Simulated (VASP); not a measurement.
A run of VASP 6.6.1 is set up as follows.

Contents of INCAR:

```
PREC = Accurate
ENCUT = 520
EDIFF = 1E-6
ISMEAR = 0
SIGMA = 0.05
LREAL = F
LASPH = T
NELM = 80
ALGO = Normal
ISIF = 2
LWAVE = F
LCHARG = F
GGA = PE
NBANDS = 15
```

Contents of KPOINTS:

```
Automatic mesh
0
Gamma
  8 8 8
```

The input POSCAR:

```
KF
1.0
    0.0000000000      2.7105354767      2.4056002356
    2.9002729601      0.0000000000      2.4056002356
    2.9002729601      2.7105354767      0.0000000000
K F
1 1
Direct
    0.0000000000      0.0000000000      0.0000000000
    0.5000000000      0.5000000000      0.5000000000
```

Potentials or basis: VASP PAW PBE potentials, release 64 (K_sv, F).

Launch:

```console
$ cat potpaw_PBE.64/K_sv/POTCAR potpaw_PBE.64/F/POTCAR > POTCAR
$ mpirun -np 1 vasp_std > vasp.out
```

Problem. Estimate the pressure.

Solution. 4.4 GPa.

Problem. Predict the band gap on the k mesh.

Solution. 5.81 eV.

Stress tensor (GPa, compression positive):
```
-1.28  0.00  0.00
 0.00  1.21  0.00
 0.00  0.00 13.39
```

Caveat: the cell differs from its parent crystal (normal strain along x +0.0700, normal strain along z -0.1125); the cell stands under pressure. A k mesh can miss the band edges.
